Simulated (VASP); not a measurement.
A run of VASP 6.6.1 is set up as follows.

POSCAR

```
Fe
1.0
    0.0000000000      1.8018044289      1.8018044289
    1.8018044289      0.0000000000      1.8018044289
    1.8018044289      1.8018044289      0.0000000000
Fe
1
Direct
    0.0000000000      0.0000000000      0.0000000000
```

Contents of INCAR.step1:

```
ALGO = Normal
EDIFF = 1E-4
ENCUT = 520
GGA = PE
ISMEAR = -1
ISPIN = 2
LASPH = True
LCHARG = False
LMAXMIX = 4
LREAL = False
LWAVE = True
MAGMOM = 2.936
NBANDS = 14
NELM = 150
PREC = Accurate
SIGMA = 0.05
```

The input INCAR.step2:

```
ALGO = Normal
EDIFF = 1E-7
ENCUT = 520
ISIF = 2
ISMEAR = -1
ISPIN = 2
ISTART = 1
LASPH = True
LCHARG = True
LELF = True
LMAXMIX = 4
LMIXTAU = True
LORBIT = 11
LREAL = False
LVHAR = True
LWAVE = False
MAGMOM = 2.936
METAGGA = R2SCAN
NBANDS = 14
NELM = 150
PREC = Accurate
SIGMA = 0.05
```

File KPOINTS:

```
k-points
0
Gamma
  17 17 17
```

Potentials or basis: VASP PAW PBE potentials, release 64 (Fe).

Run with:

```bash
$ cat potpaw_PBE.64/Fe/POTCAR > POTCAR
$ cp INCAR.step1 INCAR
$ mpirun -np 1 vasp_std > vasp.out
$ cp INCAR.step2 INCAR
$ mpirun -np 1 vasp_std > vasp.out
```

Predict the site moments.

Fe +2.80 μB.

What does it give for the pressure?

5.9 GPa.

Caveat: the cell stands under pressure; the PAW data sets were made with another functional, which shifts forces and pressure a little.
